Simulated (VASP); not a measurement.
Input of a VASP 6.6.1 run:

POSCAR

```
Pt
1.0
    0.0000000000      1.9700946810      1.9700946810
    1.9700946810      0.0000000000      1.9700946810
    1.9700946810      1.9700946810      0.0000000000
Pt
1
Direct
    0.0000000000      0.0000000000      0.0000000000
```

The input INCAR.step1:

```
SYSTEM = Pt
  PREC = Accurate
  ENCUT = 520
  ISMEAR = 0
  SIGMA = 0.1
  LREAL = .FALSE.
  LASPH = .TRUE.
  NELM = 100
  NBANDS = 11
  GGA = PE
  ALGO = Normal
  EDIFF = 1E-4
  LWAVE = .TRUE.
  LCHARG = .FALSE.
```

File INCAR.step2:

```
SYSTEM = Pt
  PREC = Accurate
  ENCUT = 520
  EDIFF = 1E-7
  ISMEAR = 0
  SIGMA = 0.1
  LREAL = .FALSE.
  LASPH = .TRUE.
  NELM = 100
  ALGO = Normal
  ISIF = 2
  LWAVE = .FALSE.
  LCHARG = .FALSE.
  METAGGA = R2SCAN
  LMIXTAU = .TRUE.
  NBANDS = 11
  ISTART = 1
```

The input KPOINTS:

```
Automatic mesh
0
G
  18 18 18
  0 0 0
```

Potentials or basis: VASP PAW PBE potentials, release 64 (Pt).

The run is started by

```sh
$ cat potpaw_PBE.64/Pt/POTCAR > POTCAR
$ cp INCAR.step1 INCAR
$ mpirun -np 1 vasp_std > vasp.out
$ cp INCAR.step2 INCAR
$ mpirun -np 1 vasp_std > vasp.out
```

**Question.** Estimate the pressure.

**Answer.** 0.7 GPa.

**Question.** Estimate the band gap on the k mesh.

**Answer.** Zero (band 5 reaches 11.26 eV, above the bottom of band 6 at 8.94 eV).

Caveat: the PAW data sets were made with another functional, which shifts forces and pressure a little; spin-orbit coupling is left out, which moves the levels of the heavy elements.
